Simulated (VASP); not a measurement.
Here is a VASP 6.6.1 calculation.

The input INCAR:

```
ALGO = Normal ; EDIFF = 1E-6
ENCUT = 520 ; GGA = PE
ISIF = 2 ; ISMEAR = 0
LASPH = True ; LCHARG = True
LELF = True ; LREAL = False
LVHAR = True ; LWAVE = False
NBANDS = 12 ; NELM = 80
PREC = Accurate ; SIGMA = 0.015
```

KPOINTS

```
k-points
0
Gamma
  9 9 5
```

The input POSCAR:

```
Sb
1.0
    3.3545324186      0.0000000000      0.0000000000
   -1.6772662093      2.9051102923      0.0000000000
    0.0000000000      0.0000000000      5.4701606500
Sb
2
Direct
    0.6666666667      0.3333333333      0.7500000000
    0.3333333333      0.6666666667      0.2500000000
```

Potentials or basis: VASP PAW PBE potentials, release 64 (Sb).

The run is started by

```bash
$ cat potpaw_PBE.64/Sb/POTCAR > POTCAR
$ mpirun -np 1 vasp_std > vasp.out
```

(1) Predict the band gap on the k mesh.

(2) What does it give for the pressure?

## Answers

(1) zero (band 5 reaches 12.82 eV, above the bottom of band 6 at 5.89 eV).

(2) 1.4 GPa.

Caveat: spin-orbit coupling is left out, which moves the levels of the heavy elements.
